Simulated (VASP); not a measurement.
Crystal: KF.

```
CELL_PARAMETERS angstrom
3.21767 -1.83223 0.00000
3.21767 1.83223 0.00000
-2.13698 0.00000 6.33899
ATOMIC_POSITIONS crystal
K 0.50000 0.00000 0.00000
K 0.00000 0.50000 0.50000
F 0.81660 0.18340 0.75000
F 0.18340 0.81660 0.25000
```

| Property | Result |
| --- | --- |
| Program | VASP 6.6.1 |
| Task | relaxation of cell and atoms |
| Functional | PBE |
| Potentials or basis | VASP PAW PBE potentials, release 64 (K_sv, F) |
| Cutoff | 600 eV |
| k mesh | 6 × 6 × 4 |
| Occupations | gaussian, width 0.1 eV |
| Spin | no spin polarisation |

At the start: pressure 3.1 GPa; volume 18.69 Å³/atom.

Question: Where does the relaxation end?

Answer: Over 11 steps the energy falls by 43.9 meV/atom and the volume is 19.89 Å³/atom (+6.5 %); space group R-3m (No. 166, to 0.05 Å).

The path:
```
step  energy change (eV)  largest force (eV/Å)  pressure (GPa)  volume (Å³)
   1              0.0000                0.5559            3.12        74.74
   2             -0.0811                0.3789            0.97        78.75
   3             -0.1029                0.2434           -0.76        83.24
   4             -0.1034                0.2579           -0.58        82.68
   5             -0.1166                0.2395           -0.48        82.18
   6             -0.1461                0.1819           -0.12        80.67
   7             -0.1523                0.0301            0.91        77.62
   8             -0.1592                0.0994            0.42        78.91
   9             -0.1720                0.0441            0.05        79.59
  10             -0.1739                0.0079           -0.12        79.98
  11             -0.1757                0.0030            0.04        79.58
```

Final structure:
```
CELL_PARAMETERS angstrom
3.33836 -1.92389 -0.00445
3.33836 1.92389 -0.00445
-2.21327 0.00000 6.19785
ATOMIC_POSITIONS crystal
K 0.50000 0.00000 0.00000
K 0.00000 0.50000 0.50000
F 0.75043 0.24957 0.75000
F 0.24957 0.75043 0.25000
```
